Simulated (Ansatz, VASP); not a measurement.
**Two plane-wave programs on Ir**

INCAR

```
PREC     = Accurate       # precision mode
ENCUT    = 560            # plane-wave cutoff, eV
EDIFF    = 1E-6           # SCF threshold, eV
ISMEAR   = 0              # smearing method
SIGMA    = 0.1            # smearing width, eV
LREAL    = False          # projectors in reciprocal space
LASPH    = True           # aspherical terms in the spheres
NELM     = 120            # most SCF steps
ALGO     = Normal         # electronic algorithm
ISIF     = 2              # what is computed and relaxed
LWAVE    = False          # write WAVECAR
LCHARG   = False          # write CHGCAR
NBANDS   = 14             # bands
GGA_COMPAT= False
```

KPOINTS

```
regular mesh
0
Gamma
  18 18 18
```

Contents of POSCAR:

```
Ir
1.0
    0.0000000000      1.9054060557      1.9054060557
    1.9054060557      0.0000000000      1.9054060557
    1.9054060557      1.9054060557      0.0000000000
Ir
1
Direct
    0.0000000000      0.0000000000      0.0000000000
```

Input for Ansatz:

```yaml
crystal:
  lattice:
    - [0.0, 1.9054060557, 1.9054060557]
    - [1.9054060557, 0.0, 1.9054060557]
    - [1.9054060557, 1.9054060557, 0.0]
  atoms:
    - { symbol: Ir, position: [0.0, 0.0, 0.0] }
basis:
  ecutwfc: "700 eV"
  precision: f64
kpoints:
  mp_grid: { grid: [18, 18, 18] }
hamiltonian:
  xc: lda
  pseudopotentials: { kind: paw, azcp: { folder: soft_1 } }
scf:
  occupations: { method: gaussian, width: 0.1 }
  eigensolver: { kind: davidson }
output:
  forces: true
  eigenvalues: true
  stress: true
```

Alike in both runs: task single point; functional LDA; k mesh 18 × 18 × 18; occupations gaussian, width 0.1 eV; no spin polarisation.

```csv
,VASP,Ansatz
version,VASP 6.6.1,Ansatz 0.2.0
potentials or method,"VASP PAW LDA potentials, release 64 (Ir_sv_GW), cutoff 560 eV","scalar-relativistic, plane waves, PAW"
valence electrons in the cell,17,17
```

```tsv
	VASP	Ansatz	Ansatz less VASP
gap on the k mesh at the Fermi level (eV)	none	none	-
pressure (GPa)	-0.3	0.0	+0.32
```

Ansatz warns that its potentials were made for another functional, while VASP's fit it. LDA's correlation is that of Perdew and Zunger in VASP and of Perdew and Wang (1992) in Ansatz. A gap of «none» marks a metal or a gap that the smearing closes.

Spin-orbit coupling is off throughout.
